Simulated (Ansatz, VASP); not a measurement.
## Two plane-wave programs on Al

```
CELL_PARAMETERS angstrom
2.82708 0.00000 0.00000
-1.41354 2.44832 0.00000
0.00000 0.00000 9.18599
ATOMIC_POSITIONS crystal
Al 0.00000 0.00000 0.00000
Al 0.33333 0.66667 0.25000
Al 0.00000 0.00000 0.50000
Al 0.66667 0.33333 0.75000
```

Alike in both runs: task single point; functional PBE; k mesh 9 × 9 × 2; occupations gaussian, width 0.1 eV; no spin polarisation.

```csv
,VASP,Ansatz
version,VASP 6.6.1,Ansatz 0.2.0
potentials or method,"VASP PAW PBE potentials, release 64 (Al), cutoff 500 eV","scalar-relativistic, plane waves, PAW"
valence electrons in the cell,12,12
```

|  | VASP | Ansatz | Ansatz less VASP |
| --- | --- | --- | --- |
| gap on the k mesh at the Fermi level (eV) | none | none | - |
| pressure (GPa) | 3.4 | 3.5 | +0.04 |
| traceless stress, the component that is largest in VASP (GPa) | -1.79 | -1.79 | +0.004 |

A gap of «none» marks a metal or a gap that the smearing closes. The functional is the same, so the differences come from potentials, cutoffs and numerics.
